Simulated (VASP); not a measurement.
**Cu2Os: relaxation of cell and atoms with PBE**

The system is Cu2Os.

```xyz
3
Lattice="0.0000 2.8703 2.8703 2.8703 0.0000 2.8703 2.8703 2.8703 0.0000" Properties=species:S:1:pos:R:3 pbc="T T T"
Cu    1.4351    1.4351    1.4351
Cu    4.3054    4.3054    4.3054
Os    0.0000    0.0000    0.0000
```

```
Program                : VASP 6.6.1
Task                   : relaxation of cell and atoms
Functional             : PBE
Potentials or basis    : VASP PAW PBE potentials, release 64 (Cu, Os)
Cutoff                 : 600 eV
k mesh                 : 14 × 14 × 14
Occupations            : gaussian, width 0.1 eV
Spin                   : no spin polarisation
Dipole correction      : no
Further INCAR settings : ALGO = Normal; EDIFF = 1e-06; IBRION = 2; EDIFFG = -0.01; NSW = 100; ISIF = 3
```

- Relaxed volume: 15.80 Å³/atom
- Relaxed cell: a = 4.062 Å, b = 4.062 Å, c = 4.062 Å, α = 60.00°, β = 60.00°, γ = 60.00°
- Space group after relaxing (to 0.05 Å): Fm-3m (No. 225)
- Energy gained by relaxing: 0.0 meV/atom
- Ionic steps: 5
- Pressure after relaxing: 0.0 GPa
- Band gap on the k mesh: zero (band 15 reaches 5.60 eV, above the bottom of band 16 at 4.82 eV)

Step by step:
| step | energy change (eV) | largest force (eV/Å) | pressure (GPa) | volume (Å³) |
| --- | --- | --- | --- | --- |
| 1 | 0.0000 | 0.0000 | 0.15 | 47.29 |
| 2 | -0.0001 | 0.0000 | 0.10 | 47.39 |
| 3 | 0.0004 | 0.0000 | -0.60 | 47.63 |
| 4 | -0.0001 | 0.0000 | -0.20 | 47.43 |
| 5 | -0.0001 | 0.0000 | 0.01 | 47.41 |

Final structure:
```
Cu Os
1.0
     0.00000    2.87253    2.87253
     2.87253    0.00000    2.87253
     2.87253    2.87253    0.00000
Cu Os
2 1
Direct
  0.25000 0.25000 0.25000
  0.75000 0.75000 0.75000
  0.00000 0.00000 0.00000
```

Levels at points of the mesh, in eV from the Fermi level:
```tsv
k point	band 13	band 14	band 15	band 16	band 17	band 18
(0.00, 0.00, 0.00)	-1.56	-1.56	0.15	0.15	7.50	9.64
(0.50, 0.00, 0.00)	-0.92	-0.92	0.16	0.16	0.63	5.82
(0.50, 0.50, 0.00)	-0.95	-0.71	0.20	0.20	1.17	1.64
```

It took 2.7 min on 1 thread of AMD EPYC 9R45 96-Core Processor (Zen 5), with other jobs on the host, peak memory 0.25 GiB.

Caveat: spin-orbit coupling is left out, which moves the levels of the heavy elements.
